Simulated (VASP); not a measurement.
Input of a VASP 6.6.1 run:

Contents of INCAR:

```
SYSTEM = Be3Se2
ALGO = Normal
EDIFF = 1E-6
ENCUT = 520
GGA = PE
ISIF = 2
ISMEAR = 0
LASPH = .True.
LCHARG = .False.
LREAL = .False.
LWAVE = .False.
NBANDS = 17
NELM = 80
PREC = Accurate
SIGMA = 0.1
```

Contents of KPOINTS:

```
k-points
0
Gamma
  6 6 10
  0 0 0
```

The input POSCAR:

```
Be3Se2
1.0
    7.1928232840      0.0000000000      0.0000000000
   -3.5964116420      6.2291676888      0.0000000000
    0.0000000000      0.0000000000      3.5624665613
Be Se
3 2
Direct
    0.5000000000      0.0000000000      0.0000000000
    0.0000000000      0.5000000000      0.0000000000
    0.5000000000      0.5000000000      0.0000000000
    0.3333333333      0.6666666667      0.0000000000
    0.6666666667      0.3333333333      0.0000000000
```

Potentials or basis: VASP PAW PBE potentials, release 64 (Be, Se).

Run with:

```sh
$ cat potpaw_PBE.64/Be/POTCAR potpaw_PBE.64/Se/POTCAR > POTCAR
$ mpirun -np 1 vasp_std > vasp.out
```

Q: Estimate the pressure.

A: 0.0 GPa.

Q: What does it give for the band gap on the k mesh?

A: Zero (band 9 reaches 1.57 eV, above the bottom of band 10 at 0.84 eV).

Caveat: this functional lacks dispersion, which binds the layers, so the pressure and a relaxed spacing across them are unreliable.
